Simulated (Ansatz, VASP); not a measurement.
One calculation of EuS, two programs

```
Eu S
1.0
     0.00000    2.97850    2.97850
     2.97850    0.00000    2.97850
     2.97850    2.97850    0.00000
Eu S
1 1
Direct
  0.50000 0.50000 0.50000
  0.00000 0.00000 0.00000
```

Alike in both runs: task single point; functional LDA; k mesh 6 × 6 × 6; occupations gaussian, width 0.05 eV; collinear spin.

```csv
,VASP,Ansatz
version,VASP 6.6.1,Ansatz 0.2.0
potentials or method,"VASP PAW PBE potentials, release 64 (Eu, S), cutoff 600 eV","scalar-relativistic, plane waves, PAW"
valence electrons in the cell,23,23
```

VASP gave:

| Item | Value |
| --- | --- |
| gap on the k mesh at the Fermi level (eV) | none |
| pressure (GPa) | -7.6 |
| net moment per atom (μB) | 3.48 |
| size of the moment on the site where the two differ most (μB) | 6.60 |

Task: What did Ansatz give for the same quantities?

Result: gap on the k mesh at the Fermi level (eV): none; pressure (GPa): -7.5; net moment per atom (μB): 3.49; size of the moment on the site where the two differ most (μB): 6.75.

VASP's potentials were made for PBE, not for LDA. LDA's correlation is that of Perdew and Zunger in VASP and of Perdew and Wang (1992) in Ansatz. Site moments also hang on the region over which each program counts them. A gap of «none» marks a metal or a gap that the smearing closes.

Neither program's run includes spin-orbit coupling.
